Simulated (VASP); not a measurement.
# ReBi (P6_3/mmc) in VASP: further runs

The runs below take ReBi through relaxation of shape and atoms at fixed volume, with PBE.

All numbers are computed with VASP 6.6.1; they aren't measurements. Logs are shortened: lines on timing, memory, paths and dates and some standing lists are left out, and cuts for length are marked.

## (1) The cell of the first run

It takes space group P6_3/mmc (No. 194, hexagonal). Conventional cell: a = 4.453 Å, b = 4.453 Å, c = 5.012 Å, α = 90.00°, β = 90.00°, γ = 120.00°. Within 3.3 Å of Re (site symmetry -3m) lie 2 Re at 2.51 Å and 6 Bi at 2.86 Å. Bi (site symmetry -6m2) has 6 Re at 2.86 Å and 6 Bi at 3.59 Å within 3.8 Å.

## (2) Relaxation of shape and atoms at fixed volume, PBE (21.51 Å³/atom)

Contents of INCAR:

```
PREC = Accurate ; ENCUT = 600
EDIFF = 1E-6 ; ISMEAR = 0
SIGMA = 0.05 ; LREAL = F
LASPH = T ; NELM = 60
ALGO = Fast ; ISIF = 4
LWAVE = F ; LCHARG = F
GGA = PE ; IBRION = 2
NSW = 60 ; EDIFFG = -0.01
```

Contents of KPOINTS:

```
regular mesh
0
Gamma
  10 10 6
```

Contents of POSCAR:

```
ReBi
1.0
    4.4525271529      0.0000000000      0.0000000000
   -2.2262635765      3.8560016255      0.0000000000
    0.0000000000      0.0000000000      5.0115400638
Re Bi
2 2
Direct
    0.0000000000      0.0000000000      0.0000000000
    0.0000000000      0.0000000000      0.5000000000
    0.3333333333      0.6666666667      0.2500000000
    0.6666666667      0.3333333333      0.7500000000
```

Potentials or basis: VASP PAW PBE potentials, release 64 (Re, Bi_d).

Started as:

```sh
> cat potpaw_PBE.64/Re/POTCAR potpaw_PBE.64/Bi_d/POTCAR > POTCAR
> mpirun -np 1 vasp_std > vasp.out
```

OUTCAR:

```text
PREC = Accurate
   ENCUT = 600
   EDIFF = 1E-6
   ISMEAR = 0
   LREAL = F
   LASPH = T
   NELM = 60
   ISIF = 4
   GGA = PE
   IBRION = 2
   NSW = 60
   EDIFFG = -0.01

 ion  position               nearest neighbor table
   1  0.000  0.000  0.000-   2 2.51   2 2.51   4 2.86   3 2.86   4 2.86   3 2.86   4 2.86   3 2.86

   2  0.000  0.000  0.500-   1 2.51   1 2.51   4 2.86   3 2.86   4 2.86   3 2.86   4 2.86   3 2.86

   3  0.333  0.667  0.250-   1 2.86   2 2.86   1 2.86   2 2.86   1 2.86   2 2.86   4 3.59   4 3.59
                             4 3.59   4 3.59   4 3.59   4 3.59
   4  0.667  0.333  0.750-   1 2.86   2 2.86   1 2.86   2 2.86   1 2.86   2 2.86   3 3.59   3 3.59
                             3 3.59   3 3.59   3 3.59   3 3.59

  LATTYP: Found a hexagonal cell.
 ALAT       =     4.4525271529
 C/A-ratio  =     1.1255495793

  Lattice vectors:

 A1 = (   4.4525271529,   0.0000000000,   0.0000000000)
 A2 = (  -2.2262635765,   3.8560016255,   0.0000000000)
 A3 = (   0.0000000000,   0.0000000000,   5.0115400638)

Analysis of symmetry for initial positions (statically):
=====================================================================
 Subroutine PRICEL returns:
 Original cell was already a primitive cell.

 Routine SETGRP: Setting up the symmetry group for a
 hexagonal supercell.

 Subroutine GETGRP returns: Found 24 space group operations
 (whereof 12 operations were pure point group operations)
 out of a pool of 24 trial point group operations.

The static configuration has the point symmetry D_3d.
 The point group associated with its full space group is D_6h.

Analysis of symmetry for dynamics (positions and initial velocities):
=====================================================================
 Subroutine PRICEL returns:
 Original cell was already a primitive cell.

 Routine SETGRP: Setting up the symmetry group for a
 hexagonal supercell.

 Subroutine GETGRP returns: Found 24 space group operations
 (whereof 12 operations were pure point group operations)
 out of a pool of 24 trial point group operations.

The dynamic configuration has the point symmetry D_3d.
 The point group associated with its full space group is D_6h.

 Subroutine INISYM returns: Found 24 space group operations
 (whereof 12 operations are pure point group operations),
 and found     1 'primitive' translations

----------------------------------------------------------------------------------------

                                     Primitive cell

  volume of cell :      86.0429

  direct lattice vectors                    reciprocal lattice vectors
     4.452527153  0.000000000  0.000000000     0.224591556  0.129667995  0.000000000
    -2.226263577  3.856001625  0.000000000     0.000000000  0.259335990  0.000000000
     0.000000000  0.000000000  5.011540064     0.000000000  0.000000000  0.199539460

  length of vectors
     4.452527153  4.452527153  5.011540064     0.259335990  0.259335990  0.199539460

  position of ions in fractional coordinates (direct lattice)
     0.000000000  0.000000000  0.000000000
     0.000000000  0.000000000  0.500000000
     0.333333333  0.666666667  0.250000000
     0.666666667  0.333333333  0.750000000

  ion indices of the primitive-cell ions
   primitive index   ion index
                 1           1
                 2           2
                 3           3
                 4           4

----------------------------------------------------------------------------------------

 KPOINTS: regular mesh

Automatic generation of k-mesh.
 Grid dimensions read from file:
 generate k-points for:   10   10    6
[... 70 lines left out ...]
   ISIF   =      4    stress and relaxation
   ISYM   =      2    0-nonsym 1-usesym 2-fastsym
   POTIM  = 0.5000    time-step for ionic-motion
   TEBEG  =    0.0;   TEEND  =   0.0 temperature during run
   PSTRESS=    0.0 pullay stress
   NELECT =      44.0000    total number of electrons
   NUPDOWN=      -1.0000    fix difference up-down
   EMIN   =  10.00;   EMAX   =-10.00  energy-range for DOS
   EFERMI =   0.00;   METHOD = LEGACY
   ISMEAR =     0;   SIGMA  =   0.05  broadening in eV -4-tet -1-fermi 0-gaus
   EFERMI_NEDOS =   21; number of points for ismear=-14 and -15
   IALGO  =     68    algorithm
   IMIX   =      4    mixing-type and parameters
     AMIX     =   0.40;   BMIX     =  1.00
     AMIX_MAG =   1.60;   BMIX_MAG =  1.00
  volume/ion in A,a.u.               =      21.51       145.16
  Fermi-wavevector in a.u.,A,eV,Ry     =   1.309144  2.473923 23.318451  1.713858
  Thomas-Fermi vector in A             =   2.439763
   LORBIT       =      0    0 simple, 1 ext, 2 COOP (PROOUT), +10 PAW based schemes
   GGA     = PE    functional components
   LHFCALC =     F    Hartree Fock is set to
   AEXX    =    0.0000 exact exchange contribution
   IVDW    =     0    specifies the selected vdW correction
   LEPSILON=     F    determine dielectric tensor
   LRPA    =     F    only Hartree local field effects (RPA)
 conjugate gradient relaxation of ions
 non-spin polarized calculation
 RMM-DIIS sequential band-by-band and
 Gauss-broadening in eV      SIGMA  =   0.05
  energy-cutoff  :      600.00
  volume of cell :       86.04
 maximum number of plane-waves:      2906
 NGX is ok and might be reduce to    36
   NGX = 17   NGY = 17   NGZ = 21

--------------------------------------- Ionic step        1  -------------------------------------------

 number of electron      44.0000013 magnetization

 Free energy of the ion-electron system (eV)
  ---------------------------------------------------
  ext. energy  EPLUGINS =         0.00000000
  ---------------------------------------------------
  free energy    TOTEN  =       -29.15829726 eV

  energy without entropy =      -29.15236132  energy(sigma->0) =      -29.15532929

------------------------ aborting loop because EDIFF is reached ----------------------------------------

  FORCE on cell =-STRESS in cart. coord.  units (eV):
  Direction    XX          YY          ZZ          XY          YZ          ZX
  --------------------------------------------------------------------------------------
  -------------------------------------------------------------------------------------
  Total        4.2784669      4.2784669      4.5220617     -0.0000000      0.0000000      0.0000000
  in kB       79.6679733     79.6679733     84.2038739     -0.0000000      0.0000000      0.0000000
  external PRESSURE =      81.1799401 kB  Pullay stress =       0.0000000 kB

 VOLUME and BASIS-vectors are now :
 -----------------------------------------------------------------------------
  energy-cutoff  :      600.00
  volume of cell :       86.04
      direct lattice vectors                 reciprocal lattice vectors
     4.452527153  0.000000000  0.000000000     0.224591556  0.129667995  0.000000000
    -2.226263577  3.856001625  0.000000000     0.000000000  0.259335990  0.000000000
     0.000000000  0.000000000  5.011540064     0.000000000  0.000000000  0.199539460

 POSITION                                       TOTAL-FORCE (eV/Angst)
 -----------------------------------------------------------------------------------
      0.00000      0.00000      0.00000        -0.000000      0.000000     -0.000000
      0.00000      0.00000      2.50577        -0.000000      0.000000     -0.000000
     -0.00000      2.57067      1.25289         0.000000     -0.000000     -0.000000
      2.22626      1.28533      3.75866        -0.000000     -0.000000      0.000000
 -----------------------------------------------------------------------------------
    total drift:                               -0.000000      0.000000     -0.000000

  FREE ENERGIE OF THE ION-ELECTRON SYSTEM (eV)
  ---------------------------------------------------
  free  energy   TOTEN  =       -29.1582972563 eV

  energy  without entropy=      -29.1523613178  energy(sigma->0) =      -29.15532929

--------------------------------------- Ionic step        2  -------------------------------------------

 number of electron      44.0000014 magnetization

 Free energy of the ion-electron system (eV)
  ---------------------------------------------------
  ext. energy  EPLUGINS =         0.00000000
  ---------------------------------------------------
  free energy    TOTEN  =       -29.15855910 eV

  energy without entropy =      -29.15252493  energy(sigma->0) =      -29.15554201

 E-fermi :   8.4910     XC(G=0): -11.7052

 val. band max:        8.4871081672   @ k =   0.1000   0.0000   0.1667
 cond. band min:       8.5039686227   @ k =   0.4000   0.1000   0.3333
 fundamental gap:      0.0168604555
 Fermi energy:         8.4909614560

 k-point     1 :       0.0000    0.0000    0.0000
  band No.  band energies     occupation
      1     -14.3354      2.00000
      2     -14.3354      2.00000
      3     -14.2871      2.00000
      4     -14.2453      2.00000
      5     -14.2453      2.00000
      6     -14.2329      2.00000
[... 685 lines left out ...]
     25      10.2038      0.00000
     26      10.7315      0.00000

 [... further k-points ...]

------------------------ aborting loop because EDIFF is reached ----------------------------------------

  FORCE on cell =-STRESS in cart. coord.  units (eV):
  Direction    XX          YY          ZZ          XY          YZ          ZX
  --------------------------------------------------------------------------------------
  -------------------------------------------------------------------------------------
  Total        4.2993575      4.2993575      4.3113333     -0.0000000     -0.0000000      0.0000000
  in kB       80.0569699     80.0569699     80.2799669     -0.0000000     -0.0000000      0.0000000
  external PRESSURE =      80.1313022 kB  Pullay stress =       0.0000000 kB

 VOLUME and BASIS-vectors are now :
 -----------------------------------------------------------------------------
  energy-cutoff  :      600.00
  volume of cell :       86.04
      direct lattice vectors                 reciprocal lattice vectors
     4.448171035 -0.000000000  0.000000000     0.224811499  0.129794980 -0.000000000
    -2.224085517  3.852229117  0.000000000     0.000000000  0.259589959 -0.000000000
     0.000000000  0.000000000  5.021360527    -0.000000000 -0.000000000  0.199149214

 POSITION                                       TOTAL-FORCE (eV/Angst)
 -----------------------------------------------------------------------------------
      4.44817     -0.00000      5.02136        -0.000000      0.000000     -0.000000
      4.44817     -0.00000      2.51068        -0.000000     -0.000000     -0.000000
     -0.00000      2.56815      1.25534        -0.000000     -0.000000      0.000000
      2.22409      1.28408      3.76602         0.000000      0.000000     -0.000000
 -----------------------------------------------------------------------------------
    total drift:                               -0.000000      0.000000     -0.000000

  FREE ENERGIE OF THE ION-ELECTRON SYSTEM (eV)
  ---------------------------------------------------
  free  energy   TOTEN  =       -29.1585591023 eV

  energy  without entropy=      -29.1525249272  energy(sigma->0) =      -29.15554201

 reached required accuracy - stopping structural energy minimisation
```

Wall time 5.3 min (1 thread of Intel Xeon Platinum 8488C (Sapphire Rapids), shared host); peak memory 0.33 GiB.

What came out:

- Free energy: -29.1586 eV
- Energy gained by relaxing: 0.1 meV/atom
- Ionic steps: 2
- Pressure after relaxing: 8.0 GPa
- Band gap on the k mesh: zero (bands 22 and 23 overlap by 1.27 eV)

Step by step:
| step | energy change (eV) | largest force (eV/Å) | pressure (GPa) | volume (Å³) |
| --- | --- | --- | --- | --- |
| 1 | 0.0000 | 0.0000 | 8.12 | 86.04 |
| 2 | -0.0003 | 0.0000 | 8.01 | 86.04 |

Final structure:
```yaml
crystal:
  lattice:
    - [4.44817, 0.00000, 0.00000]
    - [-2.22409, 3.85223, 0.00000]
    - [0.00000, 0.00000, 5.02136]
  atoms:
    - { symbol: Re, position: [0.00000, 0.00000, 0.00000] }
    - { symbol: Re, position: [0.00000, 0.00000, 0.50000] }
    - { symbol: Bi, position: [0.33333, 0.66667, 0.25000] }
    - { symbol: Bi, position: [0.66667, 0.33333, 0.75000] }
```

Levels at points of the mesh, in eV from the Fermi level:
| k point | band 19 | band 20 | band 21 | band 22 | band 23 | band 24 | band 25 | band 26 |
| --- | --- | --- | --- | --- | --- | --- | --- | --- |
| (0.00, 0.00, 0.00) | -0.52 | -0.52 | 0.28 | 0.28 | 2.31 | 2.33 | 2.37 | 3.22 |
| (0.50, 0.00, 0.00) | -2.11 | -1.80 | -1.63 | -0.06 | -0.05 | 0.59 | 2.17 | 2.34 |
| (0.00, 0.00, 0.50) | -1.44 | -1.44 | -1.44 | -1.44 | -0.82 | -0.82 | 4.20 | 4.21 |
| (0.50, 0.00, 0.50) | -1.08 | -1.08 | -0.81 | -0.81 | -0.78 | -0.78 | 2.11 | 2.15 |

Caveat: spin-orbit coupling is left out, which moves the levels of the heavy elements.

(Continued in part 2 of 2.)

The gap in the log of VASP goes by the Fermi energy; the results here count the filled bands.